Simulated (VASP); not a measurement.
Set up this calculation in VASP 6.6.1, as the native input.

| Item | Value |
| --- | --- |
| Task | single point |
| Functional | PBE |
| Potentials or basis | VASP PAW PBE potentials, release 64 (Ta_pv, Si) |
| Cutoff | 520 eV |
| k mesh | 9 × 9 × 3 |
| Occupations | gaussian, width 0.15 eV |
| Spin | no spin polarisation |
| Dipole correction | no |
| Further INCAR settings | LREAL = Auto; ALGO = Normal; EDIFF = 1e-06; NBANDS = 72 |

The structure of TaSi2 lies in POSCAR:

```
TaSi2
1.0
   -4.8057071671      0.0000000000      0.0000000000
   -2.4028535835     -4.1618644899      0.0000000000
   -0.4805707167     -0.8323728980     13.1946946197
Ta Si
6 12
Direct
    0.5000000000      0.9833300000      0.0833500000
    0.5000000000      0.8833300000      0.5833500000
    0.0000000000      0.4499966667      0.2500166667
    0.0000000000      0.3499966667      0.7500166667
    0.5000000000      0.3166633333      0.9166833333
    0.5000000000      0.4166633333      0.4166833333
    0.1589210529      0.6654878943      0.0833500000
    0.1589210529      0.5654878943      0.5833500000
    0.3178421057      0.7910756138      0.2500166667
    0.3178421057      0.6910756138      0.7500166667
    0.1589210529     -0.0244156138      0.9166833333
    0.1589210529      0.0755843862      0.4166833333
    0.8410789471      0.3011721057      0.0833500000
    0.8410789471      0.2011721057      0.5833500000
    0.6821578943      0.1089177195      0.2500166667
    0.6821578943      0.0089177195      0.7500166667
    0.8410789471      0.6577422805      0.9166833333
    0.8410789471      0.7577422805      0.4166833333
```

The input as run:

INCAR

```
SYSTEM = TaSi2
PREC = Accurate
ENCUT = 520
EDIFF = 1E-6
ISMEAR = 0
SIGMA = 0.15
LREAL = Auto
LASPH = .True.
NELM = 80
ALGO = Normal
ISIF = 2
LWAVE = .False.
LCHARG = .False.
GGA = PE
NBANDS = 72
```

KPOINTS

```
regular mesh
0
Gamma
  9 9 3
  0 0 0
```

Potentials or basis: VASP PAW PBE potentials, release 64 (Ta_pv, Si).

The run is started by

```bash
$ cat potpaw_PBE.64/Ta_pv/POTCAR potpaw_PBE.64/Si/POTCAR > POTCAR
$ mpirun -np 1 vasp_std > vasp.out
```

Results of the run:

* Pressure: 1.4 GPa
* Largest force: 2.304 eV/Å
* Band gap on the k mesh: zero (bands 57 and 58 overlap by 0.62 eV)

Caveat: spin-orbit coupling is left out, which moves the levels of the heavy elements; forces of over 1 eV/Å act on the atoms, so gaps and moduli don't describe the material at rest.

It took 34 min on 1 thread of Intel(R) Xeon(R) Platinum 8488C (Sapphire Rapids), on a shared host, peak memory 0.89 GiB.
